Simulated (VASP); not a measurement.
# Ta (P-1) in VASP: single point with PBEsol

Aim: the single point of Ta with PBEsol.

Everything below comes from runs of VASP 6.6.1. Logs are shortened: lines on timing, memory, paths and dates and some standing lists are left out, and cuts for length are marked.

## Step 1: The cell of the first run

The typed cell holds 2 atoms: a = 2.901 Å, b = 2.863 Å, c = 5.167 Å, α = 89.36°, β = 88.27°, γ = 118.70°.

## Step 2: Single point, PBEsol

The input, INCAR:

```
SYSTEM = Ta
PREC = Accurate
ENCUT = 520
EDIFF = 1E-7
ISMEAR = 1
SIGMA = 0.1
LREAL = .False.
LASPH = .True.
NELM = 60
ALGO = Normal
ISIF = 2
LWAVE = .False.
LCHARG = .False.
GGA = PS
NBANDS = 18
```

The input, KPOINTS:

```
Automatic mesh
0
Gamma
  14 14 7
  0 0 0
```

The input, POSCAR:

```
Ta
1.0
    2.9003720000      0.0435055800      0.0435055800
   -1.4125090600      2.4900432100      0.0159241500
    0.0774941100      0.0774941100      5.1662740000
Ta
2
Direct
    0.6666666667      0.3333333333      0.7500000000
    0.3333333333      0.6666666667      0.2500000000
```

Potentials or basis: VASP PAW PBE potentials, release 64 (Ta_pv).

Command:

```bash
> cat potpaw_PBE.64/Ta_pv/POTCAR > POTCAR
> mpirun -np 1 vasp_std > vasp.out
```

OUTCAR:

```text
SYSTEM = Ta
   PREC = Accurate
   ENCUT = 520
   EDIFF = 1E-7
   ISMEAR = 1
   LREAL = .False.
   LASPH = .True.
   NELM = 60
   ISIF = 2
   GGA = PS

 ion  position               nearest neighbor table
   1  0.667  0.333  0.750-   2 3.03   2 3.04   2 3.05   2 3.08   2 3.12   2 3.15
   2  0.333  0.667  0.250-   1 3.03   1 3.04   1 3.05   1 3.08   1 3.12   1 3.15

  LATTYP: Found a triclinic cell.
 ALAT       =     2.9387305920
 B/A-ratio  =     0.9741696462
 C/A-ratio  =     1.7583906109
 COS(alpha) =     0.0112057066
 COS(beta)  =     0.0407400295
 COS(gamma) =     0.5001712746

  Lattice vectors:

 A1 = (   1.4878629400,   2.5335487900,   0.0594297300)
 A2 = (  -1.4125090600,   2.4900432100,   0.0159241500)
 A3 = (   0.0774941100,   0.0774941100,   5.1662740000)

Analysis of symmetry for initial positions (statically):
=====================================================================
 Subroutine PRICEL returns:
 Original cell was already a primitive cell.

 Routine SETGRP: Setting up the symmetry group for a
 triclinic supercell.

 Subroutine GETGRP returns: Found  2 space group operations
 (whereof  2 operations were pure point group operations)
 out of a pool of  2 trial point group operations.

The static configuration has the point symmetry S_2 .

Analysis of symmetry for dynamics (positions and initial velocities):
=====================================================================
 Subroutine PRICEL returns:
 Original cell was already a primitive cell.

 Routine SETGRP: Setting up the symmetry group for a
 triclinic supercell.

 Subroutine GETGRP returns: Found  2 space group operations
 (whereof  2 operations were pure point group operations)
 out of a pool of  2 trial point group operations.

The dynamic configuration has the point symmetry S_2 .

 Subroutine INISYM returns: Found  2 space group operations
 (whereof  2 operations are pure point group operations),
 and found     1 'primitive' translations

----------------------------------------------------------------------------------------

                                     Primitive cell

  volume of cell :      37.6119

  direct lattice vectors                    reciprocal lattice vectors
     2.900372000  0.043505580  0.043505580     0.341993197  0.194051464 -0.008040670
    -1.412509060  2.490043210  0.015924150    -0.005886179  0.398298089 -0.005886179
     0.077494110  0.077494110  5.166274000    -0.002861807 -0.002861807  0.193648952

  length of vectors
     2.901024510  2.862822141  5.167436281     0.393293745  0.398385067  0.193691240

  position of ions in fractional coordinates (direct lattice)
     0.666666667  0.333333333  0.750000000
     0.333333333  0.666666667  0.250000000

  ion indices of the primitive-cell ions
   primitive index   ion index
                 1           1
                 2           2

----------------------------------------------------------------------------------------

 KPOINTS: Automatic mesh

Automatic generation of k-mesh.
 Grid dimensions read from file:
 generate k-points for:   14   14    7

 Generating k-lattice:

  Cartesian coordinates                     Fractional coordinates (reciprocal lattice)
     0.024428085  0.013860819 -0.000574334     0.071428571  0.000000000 -0.000000000
    -0.000420441  0.028449863 -0.000420441    -0.000000000  0.071428571  0.000000000
    -0.000408830 -0.000408830  0.027664136     0.000000000 -0.000000000  0.142857143

  Length of vectors
     0.028092410  0.028456076  0.027670177

  Shift w.r.t. Gamma in fractional coordinates (k-lattice)
     0.000000000  0.000000000  0.000000000

 Subroutine IBZKPT returns following result:
 ===========================================

 Found    688 irreducible k-points:

 Following reciprocal coordinates:
            Coordinates               Weight
  0.000000  0.000000  0.000000      1.000000
  0.071429  0.000000  0.000000      2.000000
  0.142857  0.000000  0.000000      2.000000
  0.214286  0.000000  0.000000      2.000000
  0.285714  0.000000  0.000000      2.000000
  0.357143  0.000000 -0.000000      2.000000
[... 16 lines left out ...]
 -0.000000  0.142857  0.000000      2.000000
  0.071429  0.142857  0.000000      2.000000
 [... further k-points ...]
   k-points           NKPTS =    688   k-points in BZ     NKDIM =    688   number of bands    NBANDS=     18
   number of dos      NEDOS =    301   number of ions     NIONS =      2
   total plane-waves  NPLWV =  23040
   dimension x,y,z NGX =    24 NGY =   24 NGZ =   40
   dimension x,y,z NGXF=    48 NGYF=   48 NGZF=   80
   ions per type =               2
   NGX,Y,Z   is equivalent  to a cutoff of  13.75, 13.94, 12.87 a.u.
   NGXF,Y,Z  is equivalent  to a cutoff of  27.51, 27.87, 25.74 a.u.
 SYSTEM =  Ta
   PREC   = accura    normal or accurate (medium, high low for compatibility)
   ISTART =      0    job   : 0-new  1-cont  2-samecut
   ICHARG =      2    charge: 1-file 2-atom 10-const
   ISPIN  =      1    spin polarized calculation?
   LNONCOLLINEAR =      F non collinear calculations
   LSORBIT =      F    spin-orbit coupling
   LASPH  =      T    aspherical Exc in radial PAW
   ENCUT  =  520.0 eV  38.22 Ry    6.18 a.u.   5.39  5.32  9.61*2*pi/ulx,y,z
   NELM   =     60;   NELMIN=  2; NELMDL= -5     # of ELM steps
   EDIFF  = 0.1E-06   stopping-criterion for ELM
   LREAL  =      F    real-space projection
   EDIFFG = 0.1E-05   stopping-criterion for IOM
   NSW    =      0    number of steps for IOM
   IBRION =     -1    ionic relax: 0-MD 1-quasi-New 2-CG
   NFREE  =      0    steps in history (QN), initial steepest desc. (CG)
   ISIF   =      2    stress and relaxation
   ISYM   =      2    0-nonsym 1-usesym 2-fastsym
   POTIM  = 0.5000    time-step for ionic-motion
   TEBEG  =    0.0;   TEEND  =   0.0 temperature during run
   PSTRESS=    0.0 pullay stress
   NELECT =      22.0000    total number of electrons
   NUPDOWN=      -1.0000    fix difference up-down
   EMIN   =  10.00;   EMAX   =-10.00  energy-range for DOS
   EFERMI =   0.00;   METHOD = LEGACY
   ISMEAR =     1;   SIGMA  =   0.10  broadening in eV -4-tet -1-fermi 0-gaus
   EFERMI_NEDOS =   21; number of points for ismear=-14 and -15
   IALGO  =     38    algorithm
   IMIX   =      4    mixing-type and parameters
     AMIX     =   0.40;   BMIX     =  1.00
     AMIX_MAG =   1.60;   BMIX_MAG =  1.00
  volume/ion in A,a.u.               =      18.81       126.91
  Fermi-wavevector in a.u.,A,eV,Ry     =   1.369117  2.587257 25.503879  1.874482
  Thomas-Fermi vector in A             =   2.495021
   LORBIT       =      0    0 simple, 1 ext, 2 COOP (PROOUT), +10 PAW based schemes
   GGA     = PS    functional components
   LHFCALC =     F    Hartree Fock is set to
   AEXX    =    0.0000 exact exchange contribution
   IVDW    =     0    specifies the selected vdW correction
   LEPSILON=     F    determine dielectric tensor
   LRPA    =     F    only Hartree local field effects (RPA)
 non-spin polarized calculation
 Methfessel and Paxton  Order N= 1 SIGMA  =   0.10
  energy-cutoff  :      520.00
  volume of cell :       37.61
 maximum number of plane-waves:      1034
 NGX is ok and might be reduce to    24
   NGX = 11   NGY = 11   NGZ = 19

 number of electron      22.0000004 magnetization

 Free energy of the ion-electron system (eV)
  ---------------------------------------------------
  ext. energy  EPLUGINS =         0.00000000
  ---------------------------------------------------
  free energy    TOTEN  =       -24.49187969 eV

  energy without entropy =      -24.49179243  energy(sigma->0) =      -24.49185060

 E-fermi :   5.3555     XC(G=0): -12.4963

 val. band max:        5.3550877216   @ k =   0.2143   0.0714   0.2857
 cond. band min:       5.3559744055   @ k =   0.2143  -0.3571   0.1429
 fundamental gap:      0.0008866839
 Fermi energy:         5.3555277706

 k-point     1 :       0.0000    0.0000    0.0000
  band No.  band energies     occupation
      1     -29.1285      2.00000
      2     -28.3049      2.00000
      3     -28.2206      2.00000
      4     -28.1545      2.00000
      5     -28.1408      2.00000
      6     -28.0725      2.00000
[... 10 lines left out ...]
     17      10.3723      0.00000
     18      10.6035      0.00000

 k-point     2 :       0.0714    0.0000    0.0000
  band No.  band energies     occupation
      1     -29.1128      2.00000
      2     -28.3076      2.00000
      3     -28.2689      2.00000
      4     -28.1913      2.00000
      5     -28.1684      2.00000
      6     -28.0828      2.00000
[... 10 lines left out ...]
     17      10.6545      0.00000
     18      10.8197      0.00000

 k-point     3 :       0.1429    0.0000    0.0000
  band No.  band energies     occupation
      1     -29.0676      2.00000
      2     -28.4097      2.00000
      3     -28.3314      2.00000
      4     -28.3137      2.00000
      5     -28.2055      2.00000
      6     -28.1082      2.00000
[... 10 lines left out ...]
     17      10.8204      0.00000
     18      11.7228      0.00000

 k-point     4 :       0.2143    0.0000    0.0000
  band No.  band energies     occupation
      1     -28.9987      2.00000
      2     -28.6095      2.00000
      3     -28.5288      2.00000
      4     -28.3284      2.00000
      5     -28.2555      2.00000
      6     -28.1441      2.00000
[... 10 lines left out ...]
     17      10.9482      0.00000
     18      12.7231      0.00000

 k-point     5 :       0.2857    0.0000    0.0000
  band No.  band energies     occupation
      1     -28.9179      2.00000
      2     -28.8242      2.00000
      3     -28.7397      2.00000
      4     -28.3520      2.00000
      5     -28.3089      2.00000
      6     -28.1843      2.00000
[... 10 lines left out ...]
     17      11.0154      0.00000
     18      13.0511      0.00000

 k-point     6 :       0.3571    0.0000   -0.0000
  band No.  band energies     occupation
      1     -29.0249      2.00000
      2     -28.9231      2.00000
      3     -28.8221      2.00000
      4     -28.3845      2.00000
      5     -28.3558      2.00000
      6     -28.2207      2.00000
[... 10 lines left out ...]
     17      11.0361      0.00000
     18      12.9584      0.00000

 k-point     7 :       0.4286    0.0000    0.0000
  band No.  band energies     occupation
      1     -29.1550      2.00000
      2     -29.0468      2.00000
      3     -28.7496      2.00000
      4     -28.4194      2.00000
      5     -28.3880      2.00000
      6     -28.2459      2.00000
[... 10 lines left out ...]
     17      11.5328      0.00000
     18      13.1473      0.00000

 k-point     8 :       0.5000    0.0000    0.0000
  band No.  band energies     occupation
      1     -29.2012      2.00000
      2     -29.0904      2.00000
      3     -28.7184      2.00000
      4     -28.4368      2.00000
      5     -28.3995      2.00000
      6     -28.2550      2.00000
[... 10 lines left out ...]
     17      12.1370      0.00000
     18      12.3873      0.00000
[... 229 lines left out ...]
     17      10.7772      0.00000
     18      13.2014      0.00000

 k-point    20 :      -0.2143    0.0714   -0.0000
  band No.  band energies     occupation
      1     -29.0230      2.00000
      2     -28.5196      2.00000
      3     -28.4568      2.00000
      4     -28.3213      2.00000
      5     -28.2503      2.00000
      6     -28.1572      2.00000
[... 10 lines left out ...]
     17      10.7119      0.00000
     18      12.5585      0.00000

 k-point    21 :      -0.1429    0.0714   -0.0000
  band No.  band energies     occupation
      1     -29.0805      2.00000
      2     -28.3466      2.00000
      3     -28.3099      2.00000
      4     -28.2819      2.00000
      5     -28.2092      2.00000
      6     -28.1302      2.00000
[... 10 lines left out ...]
     17      10.6123      0.00000
     18      11.6108      0.00000

 k-point    22 :      -0.0714    0.0714   -0.0000
  band No.  band energies     occupation
      1     -29.1115      2.00000
      2     -28.3067      2.00000
      3     -28.2407      2.00000
      4     -28.2064      2.00000
      5     -28.1570      2.00000
      6     -28.1233      2.00000
[... 10 lines left out ...]
     17      10.4700      0.00000
     18      11.0070      0.00000

 k-point    23 :      -0.0000    0.1429    0.0000
  band No.  band energies     occupation
      1     -29.0650      2.00000
      2     -28.3887      2.00000
      3     -28.3134      2.00000
      4     -28.3111      2.00000
      5     -28.2404      2.00000
      6     -28.1449      2.00000
[... 10 lines left out ...]
     17      10.7094      0.00000
     18      11.8416      0.00000

 k-point    24 :       0.0714    0.1429    0.0000
  band No.  band energies     occupation
      1     -29.0235      2.00000
      2     -28.4963      2.00000
      3     -28.4454      2.00000
      4     -28.3235      2.00000
      5     -28.2608      2.00000
      6     -28.1747      2.00000
[... 10 lines left out ...]
     17      10.6997      0.00000
     18      12.5550      0.00000

 [... further k-points ...]

------------------------ aborting loop because EDIFF is reached ----------------------------------------

  FORCE on cell =-STRESS in cart. coord.  units (eV):
  Direction    XX          YY          ZZ          XY          YZ          ZX
  --------------------------------------------------------------------------------------
  -------------------------------------------------------------------------------------
  Total       -1.5334979     -1.5465598     -1.6812848     -0.2254851      0.4068267      0.3876185
  in kB      -65.3233674    -65.8797744    -71.6187409     -9.6051294     17.3298519     16.5116289
  external PRESSURE =     -67.6072943 kB  Pullay stress =       0.0000000 kB

 VOLUME and BASIS-vectors are now :
 -----------------------------------------------------------------------------
  energy-cutoff  :      520.00
  volume of cell :       37.61
      direct lattice vectors                 reciprocal lattice vectors
     2.900372000  0.043505580  0.043505580     0.341993197  0.194051464 -0.008040670
    -1.412509060  2.490043210  0.015924150    -0.005886179  0.398298089 -0.005886179
     0.077494110  0.077494110  5.166274000    -0.002861807 -0.002861807  0.193648952

 POSITION                                       TOTAL-FORCE (eV/Angst)
 -----------------------------------------------------------------------------------
      1.52087      0.91714      3.90902         0.114718      0.002942      0.010869
      0.04449      1.69390      1.31669        -0.114718     -0.002942     -0.010869
 -----------------------------------------------------------------------------------
    total drift:                               -0.000000      0.000000     -0.000000

  FREE ENERGIE OF THE ION-ELECTRON SYSTEM (eV)
  ---------------------------------------------------
  free  energy   TOTEN  =       -24.4918796868 eV

  energy  without entropy=      -24.4917924273  energy(sigma->0) =      -24.49185060
```

Run time: 1.9 min. Hardware: 1 thread of Intel Xeon 6975P-C (Granite Rapids), shared host; peak memory 0.47 GiB.

Results:

```yaml
Free_energy: -24.4919 eV
Pressure: -6.8 GPa
Largest_force: 0.115 eV/Å
Band_gap_on_the_k_mesh: zero (bands 11 and 12 overlap by 1.88 eV)
```

Forces on the atoms (eV/Å):
```
Ta   0.115  0.003  0.011
Ta  -0.115 -0.003 -0.011
```

Levels at points of the mesh, in eV from the Fermi level:
```
           k point  band 9  band 10  band 11  band 12  band 13  band 14
(0.00, 0.00, 0.00)   -0.54    -0.05     0.31     0.87     0.98     1.53
(0.50, 0.00, 0.00)   -3.29    -0.52    -0.43     0.46     1.14     5.67
(0.00, 0.50, 0.00)   -3.28    -0.40    -0.39     0.47     1.04     5.52
(0.50, 0.50, 0.00)   -3.26    -0.31    -0.28     0.35     1.04     5.36
```

Caveat: the cell stands under tension; the PAW data sets were made with another functional, which shifts forces and pressure a little; spin-orbit coupling is left out, which moves the levels of the heavy elements.
